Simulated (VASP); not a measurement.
Write the native input for VASP 6.6.1 that does the following.

```yaml
Task: electric field gradients
Functional: PBE
Potentials_or_basis: VASP PAW PBE potentials, release 64 (Rb_sv, Br)
Cutoff: 520 eV
k_mesh: 9 × 9 × 9
Occupations: fermi-dirac, width 0.05 eV
Spin: no spin polarisation
Dipole_correction: no
Further_INCAR_settings: ALGO = Normal; EDIFF = 1e-08; NBANDS = 15
```

The structure of RbBr (rocksalt type) lies in POSCAR:

```
RbBr
1.0
    0.0000000000      3.5365943474      3.5365943474
    3.5365943474      0.0000000000      3.5365943474
    3.5365943474      3.5365943474      0.0000000000
Rb Br
1 1
Direct
    0.0000000000      0.0000000000      0.0000000000
    0.5000000000      0.5000000000      0.5000000000
```

This cell differs from its parent crystal: volume scaled by 1.025.

The input as run:

INCAR

```
SYSTEM = RbBr
PREC     = Accurate       ! precision mode
ENCUT    = 520            ! plane-wave cutoff, eV
EDIFF    = 1E-8           ! SCF threshold, eV
ISMEAR   = -1             ! smearing method
SIGMA    = 0.05           ! smearing width, eV
LREAL    = .False.        ! projectors in reciprocal space
LASPH    = .True.         ! aspherical terms in the spheres
NELM     = 60             ! most SCF steps
ALGO     = Normal         ! electronic algorithm
ISIF     = 2              ! what is computed and relaxed
LWAVE    = .False.        ! write WAVECAR
LCHARG   = .False.        ! write CHGCAR
GGA      = PE             ! functional
LEFG     = .True.       
NBANDS   = 15             ! bands
```

KPOINTS

```
regular mesh
0
Gamma
  9 9 9
  0 0 0
```

Potentials or basis: VASP PAW PBE potentials, release 64 (Rb_sv, Br).

Launch:

```console
$ cat potpaw_PBE.64/Rb_sv/POTCAR potpaw_PBE.64/Br/POTCAR > POTCAR
$ mpirun -np 1 vasp_std > vasp.out
```

Results of the run:

- Pressure: -0.2 GPa
- Band gap on the k mesh: 4.13 eV, direct

Caveat: without QUAD_EFG the Cq values of the log hold for a quadrupole moment of 1 mb, not for the nuclei.

Run time: 57 s on 1 thread of Intel(R) Xeon(R) Platinum 8259CL CPU @ 2.50GHz (Skylake/Cascade Lake), on a shared host, peak memory 0.25 GiB.
